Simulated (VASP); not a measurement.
Ti: single point with PBEsol

Crystal: Ti.

```
Ti
1.0
    -1.65187    1.65187    1.65187
     1.65187   -1.65187    1.65187
     1.65187    1.65187   -1.65187
Ti
1
Direct
  0.00000 0.00000 0.00000
```

This cell differs from its parent crystal: volume scaled by 1.02.

```
Program             : VASP 6.6.1
Task                : single point
Functional          : PBEsol
Potentials or basis : VASP PAW PBE potentials, release 64 (Ti_sv)
Cutoff              : 520 eV
k mesh              : 17 × 17 × 17
Occupations         : fermi-dirac, width 0.08 eV
Spin                : no spin polarisation
```

The pressure is -8.4 GPa. The band gap on the k mesh is zero (band 6 reaches 8.53 eV, above the bottom of band 7 at 6.96 eV).

Levels at points of the mesh, in eV from the Fermi level:
```csv
k point,band 4,band 5,band 6,band 7,band 8,band 9
"(0.00, 0.00, 0.00)",-32.36,-5.87,0.95,0.95,0.95,2.64
```

Run time: 12 s on 1 thread of Intel(R) Xeon(R) 6975P-C (Granite Rapids), with other jobs on the host, peak memory 0.16 GiB.

Caveat: the PAW data sets were made with another functional, which shifts forces and pressure a little.
